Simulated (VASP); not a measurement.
**LiRu12 (a cell with a defect): single point with PBE**

The system is LiRu12 (a cell with a defect).

```xyz
13
Lattice="5.4000 0.0000 0.0000 -4.0500 7.0148 0.0000 0.0000 0.0000 4.2768" Properties=species:S:1:pos:R:3 pbc="T T T"
Ru   -0.2122    0.0044   -0.0064
Ru   -0.1407    1.5639    2.1879
Ru   -1.3365    2.3157    0.0550
Ru   -1.4028    3.9619    2.1413
Ru   -2.6345    5.0912    0.0994
Ru   -2.7769    6.3517    2.1954
Ru    2.6696    0.1167    0.0041
Ru    2.6194    1.6222    2.1490
Ru    1.0786    2.0750    0.0900
Ru    1.2609    3.9553    2.0326
Ru   -0.0214    4.6821   -0.0351
Ru   -0.1134    6.2386    2.1491
Li    2.3595    3.3507    3.8745
```

```yaml
Program: VASP 6.6.1
Task: single point
Functional: PBE
Potentials_or_basis: VASP PAW PBE potentials, release 64 (Ru_pv, Li_sv)
Cutoff: 650 eV
k_mesh: 4 × 3 × 4
Occupations: gaussian, width 0.15 eV
Spin: no spin polarisation
Dipole_correction: no
Further_INCAR_settings: ALGO = Normal; EDIFF = 1e-06; NBANDS = 98
```

- Pressure: 29.3 GPa
- Largest force: 1.374 eV/Å
- Band gap on the k mesh: zero (an odd number of electrons rules out a gap without spin polarisation)

Forces in eV/Å, atoms in the order of the input:
```
Ru   0.059  0.003  0.033
Ru   0.009  0.017  0.212
Ru  -0.044  0.057  0.235
Ru   0.020  0.011  0.052
Ru   0.004 -0.056  0.413
Ru  -0.006 -0.018  0.242
Ru  -0.015 -0.012  0.058
Ru  -0.010 -0.041  0.081
Ru  -0.013  0.038  0.376
Ru  -0.069  0.058 -0.332
Ru   0.001 -0.018 -0.074
Ru   0.005  0.010  0.076
Li   0.060 -0.049 -1.372
```

Stress tensor (GPa, compression positive):
```
30.77  6.82  1.49
 6.82 36.75 -0.48
 1.49 -0.48 20.26
```

Levels at points of the mesh, in eV from the Fermi level:
| k point | band 81 | band 82 | band 83 | band 84 | band 85 | band 86 | band 87 | band 88 | band 89 | band 90 |
| --- | --- | --- | --- | --- | --- | --- | --- | --- | --- | --- |
| (0.00, 0.00, 0.00) | -1.07 | -0.93 | -0.06 | 0.12 | 0.26 | 0.37 | 0.46 | 0.55 | 0.69 | 0.73 |
| (0.50, 0.00, 0.00) | -1.15 | -0.97 | -0.87 | -0.71 | -0.66 | -0.41 | -0.30 | -0.05 | 0.25 | 0.29 |
| (0.00, 0.00, 0.50) | -0.83 | -0.72 | -0.62 | -0.18 | 0.01 | 0.21 | 0.35 | 0.45 | 0.55 | 0.64 |
| (0.50, 0.00, 0.50) | -1.14 | -1.03 | -0.99 | -0.87 | -0.68 | -0.07 | 0.26 | 0.32 | 0.45 | 0.48 |

Wall time 15 min on 1 thread of Intel(R) Xeon(R) Platinum 8259CL CPU @ 2.50GHz (Skylake/Cascade Lake), with other jobs on the host, peak memory 0.58 GiB.

Caveat: the k points lie up to 0.37 Å⁻¹ apart, too coarse for converged energies and pressures of a metal; atoms lie so close that the PAW spheres overlap strongly, which falsifies energies and pressures.
